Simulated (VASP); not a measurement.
# Rh in VASP: further runs, part 2 of 2

VASP 6.6.1. The steps go on from the part before.

**3. Single point, PBE**

Input file INCAR:

```
SYSTEM = Rh
PREC     = Accurate       ! precision mode
ENCUT    = 520            ! plane-wave cutoff, eV
EDIFF    = 1E-6           ! SCF threshold, eV
ISMEAR   = 0              ! smearing method
SIGMA    = 0.1            ! smearing width, eV
LREAL    = .FALSE.        ! projectors in reciprocal space
LASPH    = .TRUE.         ! aspherical terms in the spheres
NELM     = 80             ! most SCF steps
ALGO     = Normal         ! electronic algorithm
ISIF     = 2              ! what is computed and relaxed
LWAVE    = .FALSE.        ! write WAVECAR
LCHARG   = .TRUE.         ! write CHGCAR
GGA      = PE             ! functional
LELF     = .TRUE.         ! ELF
LVHAR    = .TRUE.       
NBANDS   = 14             ! bands
```

Input file KPOINTS:

```
regular mesh
0
G
  10 10 10
  0 0 0
```

Input file POSCAR:

```
Rh
1.0
    0.0000000000      1.9147996064      1.9149737630
    1.9145241119      0.0000000000      1.9149737630
    1.9145241119      1.9147996064      0.0000000000
Rh
1
Direct
    0.0000000000      0.0000000000      0.0000000000
```

Potentials or basis: VASP PAW PBE potentials, release 64 (Rh_pv).

The run is started by

```sh
$ cat potpaw_PBE.64/Rh_pv/POTCAR > POTCAR
$ mpirun -np 1 vasp_std > vasp.out
```

OUTCAR:

```text
SYSTEM = Rh
   PREC = Accurate
   ENCUT = 520
   EDIFF = 1E-6
   ISMEAR = 0
   LREAL = .FALSE.
   LASPH = .TRUE.
   NELM = 80
   ISIF = 2
   GGA = PE

 ion  position               nearest neighbor table
   1  0.000  0.000  0.000-

  LATTYP: Found a face centered orthorhombic cell.
 ALAT       =     3.8290482238
 B/A-ratio  =     1.0001438971
 C/A-ratio  =     1.0002348631

  Lattice vectors:

 A1 = (   0.0000000000,   1.9147996064,   1.9149737630)
 A2 = (   1.9145241119,   0.0000000000,   1.9149737630)
 A3 = (   1.9145241119,   1.9147996064,   0.0000000000)

Analysis of symmetry for initial positions (statically):
=====================================================================
 Subroutine PRICEL returns:
 Original cell was already a primitive cell.

 Routine SETGRP: Setting up the symmetry group for a
 face centered orthorhombic supercell.

 Subroutine GETGRP returns: Found  8 space group operations
 (whereof  8 operations were pure point group operations)
 out of a pool of  8 trial point group operations.

The static configuration has the point symmetry D_2h.

Analysis of symmetry for dynamics (positions and initial velocities):
=====================================================================
 Subroutine PRICEL returns:
 Original cell was already a primitive cell.

 Routine SETGRP: Setting up the symmetry group for a
 face centered orthorhombic supercell.

 Subroutine GETGRP returns: Found  8 space group operations
 (whereof  8 operations were pure point group operations)
 out of a pool of  8 trial point group operations.

The dynamic configuration has the point symmetry D_2h.

 Subroutine INISYM returns: Found  8 space group operations
 (whereof  8 operations are pure point group operations),
 and found     1 'primitive' translations

----------------------------------------------------------------------------------------

                                     Primitive cell

  volume of cell :      14.0403

  direct lattice vectors                    reciprocal lattice vectors
     0.000000000  1.914799606  1.914973763    -0.261161506  0.261123931  0.261100183
     1.914524112  0.000000000  1.914973763     0.261161506 -0.261123931  0.261100183
     1.914524112  1.914799606  0.000000000     0.261161506  0.261123931 -0.261100183

  length of vectors
     2.708058723  2.707863935  2.707740776     0.452287901  0.452287901  0.452287901

  position of ions in fractional coordinates (direct lattice)
     0.000000000  0.000000000  0.000000000

  ion indices of the primitive-cell ions
   primitive index   ion index
                 1           1

----------------------------------------------------------------------------------------

 KPOINTS: regular mesh

Automatic generation of k-mesh.
 Grid dimensions read from file:
 generate k-points for:   10   10   10

 Generating k-lattice:

  Cartesian coordinates                     Fractional coordinates (reciprocal lattice)
    -0.026116151  0.026112393  0.026110018     0.100000000  0.000000000  0.000000000
     0.026116151 -0.026112393  0.026110018    -0.000000000  0.100000000 -0.000000000
     0.026116151  0.026112393 -0.026110018     0.000000000  0.000000000  0.100000000

  Length of vectors
     0.045228790  0.045228790  0.045228790

  Shift w.r.t. Gamma in fractional coordinates (k-lattice)
     0.000000000  0.000000000  0.000000000

 Subroutine IBZKPT returns following result:
 ===========================================

 Found    171 irreducible k-points:

 Following reciprocal coordinates:
            Coordinates               Weight
  0.000000  0.000000  0.000000      1.000000
  0.100000  0.000000  0.000000      8.000000
  0.200000  0.000000  0.000000      8.000000
  0.300000  0.000000  0.000000      8.000000
  0.400000 -0.000000  0.000000      8.000000
  0.500000 -0.000000 -0.000000      4.000000
[... 16 lines left out ...]
  0.300000  0.300000  0.000000      2.000000
  0.400000  0.300000  0.000000      8.000000
 [... further k-points ...]
   k-points           NKPTS =    171   k-points in BZ     NKDIM =    171   number of bands    NBANDS=     14
   number of dos      NEDOS =    301   number of ions     NIONS =      1
   total plane-waves  NPLWV =   8000
   dimension x,y,z NGX =    20 NGY =   20 NGZ =   20
   dimension x,y,z NGXF=    40 NGYF=   40 NGZF=   40
   ions per type =               1
   NGX,Y,Z   is equivalent  to a cutoff of  12.28, 12.28, 12.28 a.u.
   NGXF,Y,Z  is equivalent  to a cutoff of  24.56, 24.56, 24.56 a.u.
 SYSTEM =  Rh
   PREC   = accura    normal or accurate (medium, high low for compatibility)
   ISTART =      0    job   : 0-new  1-cont  2-samecut
   ICHARG =      2    charge: 1-file 2-atom 10-const
   ISPIN  =      1    spin polarized calculation?
   LNONCOLLINEAR =      F non collinear calculations
   LSORBIT =      F    spin-orbit coupling
   LASPH  =      T    aspherical Exc in radial PAW
   ENCUT  =  520.0 eV  38.22 Ry    6.18 a.u.   5.04  5.03  5.03*2*pi/ulx,y,z
   NELM   =     80;   NELMIN=  2; NELMDL= -5     # of ELM steps
   EDIFF  = 0.1E-05   stopping-criterion for ELM
   LREAL  =      F    real-space projection
   EDIFFG = 0.1E-04   stopping-criterion for IOM
   NSW    =      0    number of steps for IOM
   IBRION =     -1    ionic relax: 0-MD 1-quasi-New 2-CG
   NFREE  =      0    steps in history (QN), initial steepest desc. (CG)
   ISIF   =      2    stress and relaxation
   ISYM   =      2    0-nonsym 1-usesym 2-fastsym
   POTIM  = 0.5000    time-step for ionic-motion
   TEBEG  =    0.0;   TEEND  =   0.0 temperature during run
   PSTRESS=    0.0 pullay stress
   NELECT =      15.0000    total number of electrons
   NUPDOWN=      -1.0000    fix difference up-down
   EMIN   =  10.00;   EMAX   =-10.00  energy-range for DOS
   EFERMI =   0.00;   METHOD = LEGACY
   ISMEAR =     0;   SIGMA  =   0.10  broadening in eV -4-tet -1-fermi 0-gaus
   EFERMI_NEDOS =   21; number of points for ismear=-14 and -15
   IALGO  =     38    algorithm
   IMIX   =      4    mixing-type and parameters
     AMIX     =   0.40;   BMIX     =  1.00
     AMIX_MAG =   1.60;   BMIX_MAG =  1.00
  volume/ion in A,a.u.               =      14.04        94.75
  Fermi-wavevector in a.u.,A,eV,Ry     =   1.673579  3.162606 38.108111  2.800867
  Thomas-Fermi vector in A             =   2.758526
   LORBIT       =      0    0 simple, 1 ext, 2 COOP (PROOUT), +10 PAW based schemes
   GGA     = PE    functional components
   LHFCALC =     F    Hartree Fock is set to
   AEXX    =    0.0000 exact exchange contribution
   IVDW    =     0    specifies the selected vdW correction
   LEPSILON=     F    determine dielectric tensor
   LRPA    =     F    only Hartree local field effects (RPA)
 non-spin polarized calculation
 Gauss-broadening in eV      SIGMA  =   0.10
  energy-cutoff  :      520.00
  volume of cell :       14.04
 maximum number of plane-waves:       388
   NGX =  9   NGY =  9   NGZ =  9

 number of electron      15.0000003 magnetization

 Free energy of the ion-electron system (eV)
  ---------------------------------------------------
  ext. energy  EPLUGINS =         0.00000000
  ---------------------------------------------------
  free energy    TOTEN  =        -7.27054940 eV

  energy without entropy =       -7.26247091  energy(sigma->0) =       -7.26651016

 E-fermi :  11.5484     XC(G=0): -13.8976

 val. band max:       11.5445007754   @ k =   0.5000  -0.4000   0.1000
 cond. band min:      11.6122347613   @ k =   0.2000   0.5000   0.1000
 fundamental gap:      0.0677339859
 Fermi energy:        11.5483693528

 k-point     1 :       0.0000    0.0000    0.0000
  band No.  band energies     occupation
      1     -34.8300      2.00000
      2     -34.8300      2.00000
      3     -34.8299      2.00000
      4       3.7180      2.00000
      5       8.5365      2.00000
      6       8.5374      2.00000
      7       8.5389      2.00000
      8      10.5547      2.00000
      9      10.5573      2.00000
     10      27.5301      0.00000
     11      32.0972      0.00000
     12      32.8719      0.00000
     13      32.8747      0.00000
     14      32.8790      0.00000
[... 375 lines left out ...]
 k-point    24 :       0.4000    0.3000    0.0000
  band No.  band energies     occupation
      1     -35.3492      2.00000
      2     -35.0438      2.00000
      3     -35.0224      2.00000
      4       6.0908      2.00000
      5       6.4129      2.00000
      6      10.1295      2.00000
      7      10.8621      2.00000
      8      11.9788      0.00000
      9      12.8947      0.00000
     10      25.6416      0.00000
     11      27.4699      0.00000
     12      27.5345      0.00000
     13      32.0895      0.00000
     14      33.0624      0.00000

 [... further k-points ...]

------------------------ aborting loop because EDIFF is reached ----------------------------------------

  FORCE on cell =-STRESS in cart. coord.  units (eV):
  Direction    XX          YY          ZZ          XY          YZ          ZX
  --------------------------------------------------------------------------------------
  -------------------------------------------------------------------------------------
  Total        0.0182725      0.0155628      0.0138112      0.0000000      0.0000000      0.0000000
  in kB        2.0851212      1.7759105      1.5760302      0.0000000      0.0000000      0.0000000
  external PRESSURE =       1.8123539 kB  Pullay stress =       0.0000000 kB

 VOLUME and BASIS-vectors are now :
 -----------------------------------------------------------------------------
  energy-cutoff  :      520.00
  volume of cell :       14.04
      direct lattice vectors                 reciprocal lattice vectors
     0.000000000  1.914799606  1.914973763    -0.261161506  0.261123931  0.261100183
     1.914524112  0.000000000  1.914973763     0.261161506 -0.261123931  0.261100183
     1.914524112  1.914799606  0.000000000     0.261161506  0.261123931 -0.261100183

 POSITION                                       TOTAL-FORCE (eV/Angst)
 -----------------------------------------------------------------------------------
      0.00000      0.00000      0.00000        -0.000000      0.000000      0.000000
 -----------------------------------------------------------------------------------
    total drift:                                0.000000      0.000000      0.000000

  FREE ENERGIE OF THE ION-ELECTRON SYSTEM (eV)
  ---------------------------------------------------
  free  energy   TOTEN  =        -7.2705494043 eV

  energy  without entropy=       -7.2624709097  energy(sigma->0) =       -7.26651016
```

Wall time 31 s (1 thread of Intel Xeon 8259CL, shared host); peak memory 0.15 GiB.

What came out:

| Quantity | Value |
| --- | --- |
| Free energy | -7.2705 eV |
| Pressure | 0.2 GPa |
| Band gap on the k mesh | zero (an odd number of electrons rules out a gap without spin polarisation) |

Levels at points of the mesh, in eV from the Fermi level:
| k point | band 4 | band 5 | band 6 | band 7 | band 8 | band 9 | band 10 | band 11 |
| --- | --- | --- | --- | --- | --- | --- | --- | --- |
| (0.00, 0.00, 0.00) | -7.83 | -3.01 | -3.01 | -3.01 | -0.99 | -0.99 | 15.98 | 20.55 |
| (0.50, 0.00, 0.00) | -5.97 | -3.08 | -3.08 | 0.51 | 0.52 | 0.73 | 8.40 | 15.48 |
| (0.50, 0.50, 0.00) | -6.15 | -5.79 | 0.49 | 0.91 | 0.92 | 3.21 | 11.98 | 13.18 |
| (0.50, 0.00, 0.50) | -6.15 | -5.79 | 0.49 | 0.91 | 0.92 | 3.21 | 11.98 | 13.17 |
| (0.00, 0.50, 0.50) | -6.15 | -5.79 | 0.49 | 0.92 | 0.92 | 3.21 | 11.98 | 13.17 |

**4. Single point, PBE (12.36 Å³/atom)**

This run uses another cell than the first one, of 12.36 Å³/atom.

Input file INCAR:

```
SYSTEM = Rh
PREC = Accurate
ENCUT = 520
EDIFF = 1E-6
ISMEAR = 0
SIGMA = 0.1
LREAL = .False.
LASPH = .True.
NELM = 80
ALGO = Normal
ISIF = 2
LWAVE = .False.
LCHARG = .False.
GGA = PE
NBANDS = 14
```

Input file KPOINTS:

```
regular mesh
0
Gamma
  24 24 24
  0 0 0
```

Input file POSCAR:

```
Rh
1.0
    0.0000000000      1.8348894011      1.8348894011
    1.8348894011      0.0000000000      1.8348894011
    1.8348894011      1.8348894011      0.0000000000
Rh
1
Direct
    0.0000000000      0.0000000000      0.0000000000
```

The run is started by

```sh
$ cat potpaw_PBE.64/Rh_pv/POTCAR > POTCAR
$ mpirun -np 1 vasp_std > vasp.out
```

It took 79 s on 1 thread of Intel Xeon 8259CL, shared host; peak memory 0.18 GiB.

It converged, with:

```
Free energy            : -7.0487 eV
Pressure               : 45.8 GPa
Band gap on the k mesh : zero (an odd number of electrons rules out a gap without spin polarisation)
```

Levels at points of the mesh, in eV from the Fermi level:
| k point | band 3 | band 4 | band 5 | band 6 | band 7 | band 8 | band 9 | band 10 | band 11 | band 12 |
| --- | --- | --- | --- | --- | --- | --- | --- | --- | --- | --- |
| (0.00, 0.00, 0.00) | -46.57 | -8.76 | -3.63 | -3.63 | -3.63 | -1.16 | -1.16 | 15.86 | 20.21 | 21.95 |
| (0.50, 0.00, 0.00) | -46.71 | -7.07 | -3.74 | -3.74 | 0.64 | 0.69 | 0.69 | 9.83 | 15.42 | 20.21 |
| (0.50, 0.50, 0.00) | -46.95 | -7.40 | -6.98 | 0.66 | 1.20 | 1.20 | 3.44 | 13.72 | 13.97 | 13.97 |

Caveat: the cell stands under pressure.

**5. The runs side by side**

```csv
spin,cell,k mesh,gap on the mesh (eV),pressure (GPa)
"collinear, ferromagnetic start","a = 2.708 Å, angles 60.0°, 1 atom",8 × 8 × 8,none,0.9
off,"a = 2.708 Å, angles 60.0°, 1 atom",10 × 10 × 10,none,0.2
off,"a = 2.595 Å, angles 60.0°, 1 atom",24 × 24 × 24,none,45.8
```

Alike in all rows: task single point; level PBE; potentials or basis VASP PAW PBE potentials, release 64 (Rh_pv); cutoff (eV) 520; smearing gaussian 0.1 eV.

Caveats: an empty level that is flat over the whole mesh can mark a ghost state of the potentials, or a narrow d or f band (at least some runs); the cell stands under pressure (at least some runs).

Absolute energies hang on the potentials; compare differences alone.
